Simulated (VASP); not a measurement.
Set up this calculation in VASP 6.6.1, as the native input.

```yaml
Task: single point
Functional: RPBE
Potentials_or_basis: VASP PAW PBE potentials, release 64 (Zn, S)
Cutoff: 500 eV
k_mesh: 4 × 4 × 1, shifted
Occupations: gaussian, width 0.01 eV
Spin: no spin polarisation
Dipole_correction: no
Further_INCAR_settings: ALGO = Normal; EDIFF = 1e-06; NBANDS = 46; ISYM = 0
```

The structure of ZnS lies in POSCAR:

```
ZnS
1.0
    3.8148416075      0.0126647111      0.0000000000
   -1.8964528423      3.3100820991      0.0000000000
    0.0000000000      0.0000000000     12.5237621535
Zn S
4 4
Direct
   -0.0014169981      0.0014169981      0.0001906230
    0.0014169981     -0.0014169981      0.5001906230
    0.3339894259      0.6660105741      0.2500724731
    0.6660105741      0.3339894259      0.7500724731
   -0.0001017896      0.0001017896      0.1871803145
    0.0001017896     -0.0001017896      0.6871803145
    0.3354712382      0.6645287618      0.4375565894
    0.6645287618      0.3354712382      0.9375565894
```

One way to write it, as run:

INCAR

```
SYSTEM = ZnS
PREC = Accurate ; ENCUT = 500
EDIFF = 1E-6 ; ISMEAR = 0
SIGMA = 0.01 ; LREAL = .False.
LASPH = .True. ; NELM = 120
ALGO = Normal ; ISIF = 2
LWAVE = .False. ; LCHARG = .False.
GGA = RP ; NBANDS = 46
ISYM = 0 ; GGA_COMPAT = .False.
```

KPOINTS

```
Automatic mesh
0
Gamma
  4 4 1
  0.5 0.5 0
```

Potentials or basis: VASP PAW PBE potentials, release 64 (Zn, S).

Launch:

```sh
$ cat potpaw_PBE.64/Zn/POTCAR potpaw_PBE.64/S/POTCAR > POTCAR
$ mpirun -np 1 vasp_std > vasp.out
```

It gave:

```yaml
Pressure: 4.0 GPa
Band_gap_on_the_k_mesh: 3.19 eV
```

Caveat: the k points lie up to 0.50 Å⁻¹ apart; the PAW data sets were made with another functional, which shifts forces and pressure a little; a shifted mesh leaves out Γ, where band edges can lie.

It took 110 s on 1 thread of Intel Xeon 8259CL, on a shared host, peak memory 0.26 GiB.
